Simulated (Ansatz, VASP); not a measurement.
# One calculation of Al2Pt, two programs

```
Al Pt
1.0
     0.00000    2.97185    2.97185
     2.97185    0.00000    2.97185
     2.97185    2.97185    0.00000
Al Pt
2 1
Direct
  0.25000 0.25000 0.25000
  0.75000 0.75000 0.75000
  0.00000 0.00000 0.00000
```

Change from the starting cell: species swapped into the CeO2 type (Fm-3m, No. 225).

Alike in both runs: task single point; functional PBE; k mesh 6 × 6 × 6; occupations gaussian, width 0.1 eV; no spin polarisation.

|  | VASP | Ansatz |
| --- | --- | --- |
| version | VASP 6.6.1 | Ansatz 0.2.0 |
| potentials or method | VASP PAW PBE potentials, release 64 (Al, Pt), cutoff 500 eV | scalar-relativistic, plane waves, PAW |
| valence electrons in the cell | 16 | 24 |

VASP gave:

- gap on the k mesh at the Fermi level (eV): none
- pressure (GPa): -0.1

Problem. What did Ansatz give for the same quantities?

Solution. gap on the k mesh at the Fermi level (eV): none; pressure (GPa): 0.1.

A gap of «none» marks a metal or a gap that the smearing closes. VASP's potentials hold 16 valence electrons a cell and Ansatz's 24, so a difference there can come from the potentials and not from the codes.

Spin-orbit coupling is off throughout.
